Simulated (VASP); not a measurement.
Runs of VASP 6.6.1 on C. The structure is that of space group Im-3m (No. 229), or close to it. The cells are those of the table. 

```tsv
cell	gap on the mesh (eV)	pressure (GPa)	largest force (eV/Å)
a = 4.196 Å, angles 108.7, 108.7, 111.1°, 8 atoms	2.68	(a)	0.62
a = 4.196 Å, angles 109.9, 109.9, 108.7°, 8 atoms	2.91	-3.9	0.28
a = 4.217 Å, angles 109.1, 109.1, 110.3°, 8 atoms	2.82	-8.6	(b)
a = 4.133 Å, angles 109.9, 109.9, 108.7°, 8 atoms	2.94	12.2	0.41
a = 4.238 Å, angles 109.5°, 8 atoms	2.94	-13.1	0.18
a = 4.259 Å, angles 109.9, 109.9, 108.7°, 8 atoms	2.83	-17.2	0.33
a = 4.259 Å, angles 108.7, 108.7, 111.1°, 8 atoms	2.60	-17.0	0.55
a = 4.217 Å, angles 110.3, 110.3, 107.9°, 8 atoms	2.59	-8.3	0.52
```

Alike in all rows: task single point; level LDA; potentials or basis VASP PAW LDA potentials, release 64 (C); no spin polarisation; k mesh 8 × 8 × 8; cutoff (eV) 520; smearing gaussian 0.05 eV.

Task: Fill in the values left out.

Result: (a) -3.6; (b) 0.30.

A k mesh can miss the band edges.
